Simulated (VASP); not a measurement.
A run of VASP 6.6.1 is set up as follows.

Contents of POSCAR:

```
SnO
1.0
    0.0000000000      2.5369732568      2.5783259209
    2.5369732568      0.0000000000      2.5783259209
    2.5369732568      2.5369732568      0.0000000000
Sn O
1 1
Direct
    0.0000000000      0.0000000000      0.0000000000
    0.5000000000      0.5000000000      0.5000000000
```

Contents of INCAR.step1:

```
  ALGO = Normal
  EDIFF = 1E-4
  ENCUT = 520
  GGA = PE
  ISMEAR = -1
  LASPH = T
  LCHARG = F
  LREAL = F
  LWAVE = T
  NBANDS = 17
  NELM = 80
  PREC = Accurate
  SIGMA = 0.02
```

INCAR.step2

```
  ALGO = Normal
  EDIFF = 1E-6
  ENCUT = 520
  ISIF = 2
  ISMEAR = -1
  ISTART = 1
  LASPH = T
  LCHARG = F
  LMIXTAU = T
  LREAL = F
  LWAVE = F
  METAGGA = R2SCAN
  NBANDS = 17
  NELM = 80
  PREC = Accurate
  SIGMA = 0.02
```

Contents of KPOINTS:

```
k-points
0
Gamma
  8 8 8
```

Potentials or basis: VASP PAW PBE potentials, release 64 (Sn_d, O).

Launch:

```sh
$ cat potpaw_PBE.64/Sn_d/POTCAR potpaw_PBE.64/O/POTCAR > POTCAR
$ cp INCAR.step1 INCAR
$ mpirun -np 1 vasp_std > vasp.out
$ cp INCAR.step2 INCAR
$ mpirun -np 1 vasp_std > vasp.out
```

**Question.** Predict the pressure.

**Answer.** -1.4 GPa.

**Question.** What does it give for the band gap on the k mesh?

**Answer.** 0.96 eV, indirect (least direct gap 0.98 eV).

Stress tensor (GPa, compression positive):
```
-1.06  0.00  0.00
 0.00 -1.06  0.00
 0.00  0.00 -2.16
```

Caveat: the cell differs from its parent crystal (uniaxial z strain +1.6%); the PAW data sets were made with another functional, which shifts forces and pressure a little; spin-orbit coupling is left out, which moves the levels of the heavy elements. A k mesh can miss the band edges.
